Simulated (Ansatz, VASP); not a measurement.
Two plane-wave programs on Bi2Te2O

```xyz
5
Lattice="5.8493 0.0000 0.0000 0.0000 5.8493 0.0000 0.0000 0.0000 4.3350" Properties=species:S:1:pos:R:3 pbc="T T T"
Bi    0.0000    2.9246    1.0091
Bi    2.9246    0.0000    3.3259
Te    0.0000    0.0000    2.1675
Te    2.9246    2.9246    0.0000
O     0.0000    0.0000    0.0000
```

Alike in both runs: functional PBE; k mesh 6 × 6 × 8; occupations gaussian, width 0.1 eV; no spin polarisation.

Ansatz relaxed the structure, and its values are those at the end. VASP's run is a single point on that final structure, the one shown.

|  | VASP | Ansatz |
| --- | --- | --- |
| version | VASP 6.6.1 | Ansatz 0.2.0 |
| potentials or method | VASP PAW PBE potentials, release 64 (Bi_d, Te, O), cutoff 520 eV | scalar-relativistic, plane waves, PAW |
| valence electrons in the cell | 48 | 68 |

```tsv
	VASP	Ansatz	Ansatz less VASP
gap on the k mesh at the Fermi level (eV)	none	none	-
pressure (GPa)	-0.1	0.0	+0.11
```

A gap of «none» marks a metal or a gap that the smearing closes. VASP's potentials hold 48 valence electrons a cell and Ansatz's 68, so a difference there can come from the potentials and not from the codes.

Neither program's run includes spin-orbit coupling.
